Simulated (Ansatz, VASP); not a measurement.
Ga in VASP and in Ansatz

Contents of INCAR:

```
SYSTEM = Ga
PREC     = Accurate       ! precision mode
ENCUT    = 600            ! plane-wave cutoff, eV
EDIFF    = 1E-6           ! SCF threshold, eV
ISMEAR   = 0              ! smearing method
SIGMA    = 0.1            ! smearing width, eV
LREAL    = .False.        ! projectors in reciprocal space
LASPH    = .True.         ! aspherical terms in the spheres
NELM     = 100            ! most SCF steps
ALGO     = Normal         ! electronic algorithm
ISIF     = 3              ! what is computed and relaxed
LWAVE    = .False.        ! write WAVECAR
LCHARG   = .False.        ! write CHGCAR
GGA      = PE             ! functional
IBRION   = 2              ! ionic algorithm
NSW      = 100            ! ionic steps
EDIFFG   = -0.01          ! ionic threshold
```

KPOINTS

```
regular mesh
0
Gamma
  18 18 6
  0 0 0
```

Contents of POSCAR:

```
Ga
1.0
    2.9475368916      0.0000000000      0.0000000000
   -1.4737684458      2.5526418267      0.0000000000
    0.0000000000      0.0000000000     10.0359529628
Ga
4
Direct
    0.3333333333      0.6666666667      0.1157888823
    0.6666666667      0.3333333333      0.6157888823
    0.3333333333      0.6666666667      0.3842111177
    0.6666666667      0.3333333333      0.8842111177
```

Input for Ansatz:

```yaml
crystal:
  lattice:
    - [2.9475368916, 0.0, 0.0]
    - [-1.4737684458, 2.5526418267, 0.0]
    - [0.0, 0.0, 10.0359529628]
  atoms:
    - { symbol: Ga, position: [0.3333333333, 0.6666666667, 0.1157888823] }
    - { symbol: Ga, position: [0.6666666667, 0.3333333333, 0.6157888823] }
    - { symbol: Ga, position: [0.3333333333, 0.6666666667, 0.3842111177] }
    - { symbol: Ga, position: [0.6666666667, 0.3333333333, 0.8842111177] }
basis:
  ecutwfc: 420
kpoints:
  mp_grid: { grid: [18, 18, 6] }
hamiltonian:
  xc: pbe
scf:
  occupations: { method: gaussian, width: 0.1 }
output:
  forces: true
  stress: true
  eigenvalues: true
relax:
  adjacent_minimum: "off"
  f_tol: 0.01
  max_steps: 80
  cell: { stress_tol: 0.05 }
```

Alike in both runs: task relaxation of cell and atoms; functional PBE; k mesh 18 × 18 × 6; occupations gaussian, width 0.1 eV; no spin polarisation.

|  | VASP | Ansatz |
| --- | --- | --- |
| version | VASP 6.6.1 | Ansatz 0.2.0 |
| potentials or method | VASP PAW PBE potentials, release 64 (Ga_d), cutoff 600 eV | scalar-relativistic, plane waves, PAW |
| valence electrons in the cell | 52 | 52 |

Ansatz gave:

| Quantity | Value |
| --- | --- |
| gap on the k mesh at the Fermi level, each at its own relaxed structure (eV) | none |
| relaxed volume (Å³/atom) | 19.12 |
| relaxed length of the cell vector where the two differ most in proportion (Å) | 10.441 |

Question: Which values does VASP return?

Answer: gap on the k mesh at the Fermi level, each at its own relaxed structure (eV): none; relaxed volume (Å³/atom): 19.14; relaxed length of the cell vector where the two differ most in proportion (Å): 10.450.

A gap of «none» marks a metal or a gap that the smearing closes.
